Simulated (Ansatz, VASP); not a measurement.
# One calculation of Ga3PN2, two programs

```xyz
6
Lattice="3.1664 0.0000 0.0000 -1.5832 2.7422 0.0000 0.0000 0.0000 8.4043" Properties=species:S:1:pos:R:3 pbc="T T T"
Ga    0.0000    0.0000    4.2021
Ga    1.5832    0.9141    6.6296
Ga    0.0000    1.8281    1.7746
P     0.0000    0.0000    0.0000
N     1.5832    0.9141    2.9410
N     0.0000    1.8281    5.4633
```

Change from the starting cell: species swapped into the Li3GdBi2 type (P-3m1, No. 164).

Alike in both runs: functional PBE; k mesh 6 × 6 × 4; occupations gaussian, width 0.1 eV; no spin polarisation.

Ansatz relaxed the structure, and its values are those at the end. VASP's run is a single point on that final structure, the one shown.

```csv
,VASP,Ansatz
version,VASP 6.6.1,Ansatz 0.2.0
potentials or method,"VASP PAW PBE potentials, release 64 (Ga_d, P, N), cutoff 520 eV","scalar-relativistic, plane waves, PAW"
valence electrons in the cell,54,54
```

Ansatz gave:

```
gap on the k mesh at the Fermi level (eV) : none
pressure (GPa)                            : 0.1
rms of the force components (eV/Å)        : 0.007
```

**Question.** Estimate VASP's values.

**Answer.** gap on the k mesh at the Fermi level (eV): none; pressure (GPa): 0.4; rms of the force components (eV/Å): 0.016.

A gap of «none» marks a metal or a gap that the smearing closes.

The k mesh is coarse, so the values compare programs but aren't converged.
